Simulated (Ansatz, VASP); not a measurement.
**BN in VASP and in Ansatz**

```
CELL_PARAMETERS angstrom
2.55458 0.00000 0.00000
-1.27729 2.21233 0.00000
0.00000 0.00000 4.22451
ATOMIC_POSITIONS crystal
B 0.66667 0.33333 0.99981
B 0.33333 0.66667 0.49981
N 0.49051 0.33333 0.51867
N 0.33333 0.66667 0.12519
```

Alike in both runs: task single point; functional PBE; k mesh 12 × 12 × 6; occupations gaussian, width 0.05 eV; no spin polarisation.

|  | VASP | Ansatz |
| --- | --- | --- |
| version | VASP 6.6.1 | Ansatz 0.2.0 |
| potentials or method | VASP PAW PBE potentials, release 64 (B, N), cutoff 520 eV | scalar-relativistic, plane waves, PAW |
| valence electrons in the cell | 16 | 16 |

```tsv
	VASP	Ansatz	Ansatz less VASP
gap on the k mesh at the Fermi level (eV)	1.70	1.71	+0.011
least direct gap on the mesh (eV)	3.05	3.05	+0.004
rms of the force components (eV/Å)	12.129	11.963	-0.1661
```

Atom by atom the forces differ by 0.178 eV/Å (rms over components).
